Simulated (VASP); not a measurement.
Wanted: the native input for a VASP 6.6.1 run.

- Task: single point
- Functional: PBE
- Dispersion: D3(BJ)
- Potentials or basis: VASP PAW PBE potentials, release 64 (Sn_d, O)
- Cutoff: 520 eV
- k mesh: 10 × 6 × 8
- Occupations: gaussian, width 0.05 eV
- Spin: no spin polarisation
- Dipole correction: no
- Further INCAR settings: ALGO = Normal; EDIFF = 1e-07; NBANDS = 28

The structure of SnO lies in POSCAR:

```
SnO
1.0
    2.8837497711      0.0000000000      0.0000000000
    0.0000000000      5.9133213500      0.0000000000
    0.0000000000      0.0000000000      4.0432688433
Sn O
2 2
Direct
    0.0000000000      0.2345104856      0.5269946555
    0.5000000000      0.7654895144      0.0269946555
    0.0000000000      0.8836051479      0.7230063445
    0.5000000000      0.1163948521      0.2230063445
```

One way to write it, as run:

INCAR

```
SYSTEM = SnO
PREC     = Accurate       ! precision mode
ENCUT    = 520            ! plane-wave cutoff, eV
EDIFF    = 1E-7           ! SCF threshold, eV
ISMEAR   = 0              ! smearing method
SIGMA    = 0.05           ! smearing width, eV
LREAL    = .False.        ! projectors in reciprocal space
LASPH    = .True.         ! aspherical terms in the spheres
NELM     = 80             ! most SCF steps
ALGO     = Normal         ! electronic algorithm
ISIF     = 2              ! what is computed and relaxed
LWAVE    = .False.        ! write WAVECAR
LCHARG   = .False.        ! write CHGCAR
GGA      = PE             ! functional
IVDW     = 12             ! dispersion correction
NBANDS   = 28             ! bands
```

KPOINTS

```
Automatic mesh
0
Gamma
  10 6 8
  0 0 0
```

Potentials or basis: VASP PAW PBE potentials, release 64 (Sn_d, O).

Launch:

```console
$ cat potpaw_PBE.64/Sn_d/POTCAR potpaw_PBE.64/O/POTCAR > POTCAR
$ mpirun -np 1 vasp_std > vasp.out
```

It gave:

| Property | Result |
| --- | --- |
| Pressure | 14.1 GPa |
| Largest force | 1.586 eV/Å |
| Band gap on the k mesh | 1.27 eV (least direct gap 1.40 eV) |
| Dispersion energy per atom | -0.242 eV |

Caveat: the stress differs along the axes, from 0 to 33 GPa; spin-orbit coupling is left out, which moves the levels of the heavy elements; forces of over 1 eV/Å act on the atoms, so gaps and moduli don't describe the material at rest.

It took 90 s on 1 thread of Intel(R) Xeon(R) 6975P-C (Granite Rapids), with other jobs on the host, peak memory 0.32 GiB.
